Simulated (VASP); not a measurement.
Wanted: the native input for a VASP 6.6.1 run.

```
Task                   : relaxation of cell and atoms
Functional             : PBE
Potentials or basis    : VASP PAW PBE potentials, release 64 (Al, Cl)
Cutoff                 : 600 eV
k mesh                 : 8 × 8 × 8
Occupations            : gaussian, width 0.1 eV
Spin                   : no spin polarisation
Dipole correction      : no
Further INCAR settings : ALGO = Normal; EDIFF = 1e-06; IBRION = 2; EDIFFG = -0.01; NSW = 100; ISIF = 3
```

The structure of Al5Cl lies in POSCAR:

```
Al5Cl
1.0
    0.0000000000      3.8858465393      3.8858465393
    3.8858465393      0.0000000000      3.8858465393
    3.8858465393      3.8858465393      0.0000000000
Al Cl
5 1
Direct
    0.3752867603      0.3752867603      0.8741397190
    0.3752867603      0.8741397190      0.3752867603
    0.8741397190      0.3752867603      0.3752867603
    0.3752867603      0.3752867603      0.3752867603
    0.7500000000      0.7500000000      0.7500000000
    0.0000000000      0.0000000000      0.0000000000
```

The input as run:

INCAR

```
PREC = Accurate ; ENCUT = 600
EDIFF = 1E-6 ; ISMEAR = 0
SIGMA = 0.1 ; LREAL = False
LASPH = True ; NELM = 80
ALGO = Normal ; ISIF = 3
LWAVE = False ; LCHARG = False
GGA = PE ; IBRION = 2
NSW = 100 ; EDIFFG = -0.01
```

KPOINTS

```
regular mesh
0
Gamma
  8 8 8
```

Potentials or basis: VASP PAW PBE potentials, release 64 (Al, Cl).

Launch:

```bash
$ cat potpaw_PBE.64/Al/POTCAR potpaw_PBE.64/Cl/POTCAR > POTCAR
$ mpirun -np 1 vasp_std > vasp.out
```

Results of the run:

```json
{
  "Relaxed volume": "19.43 Å³/atom",
  "Relaxed cell": "a = 5.483 Å, b = 5.483 Å, c = 5.483 Å, α = 60.00°, β = 60.00°, γ = 60.00°",
  "Space group after relaxing (to 0.05 Å)": "F-43m (No. 216)",
  "Energy gained by relaxing": "0.2 meV/atom",
  "Ionic steps": "2",
  "Pressure after relaxing": "-0.1 GPa",
  "Largest force after relaxing": "0.007 eV/Å"
}
```

Run time: 96 s on 1 thread of Intel(R) Xeon(R) Platinum 8259CL CPU @ 2.50GHz (Skylake/Cascade Lake), on a shared host, peak memory 0.34 GiB.
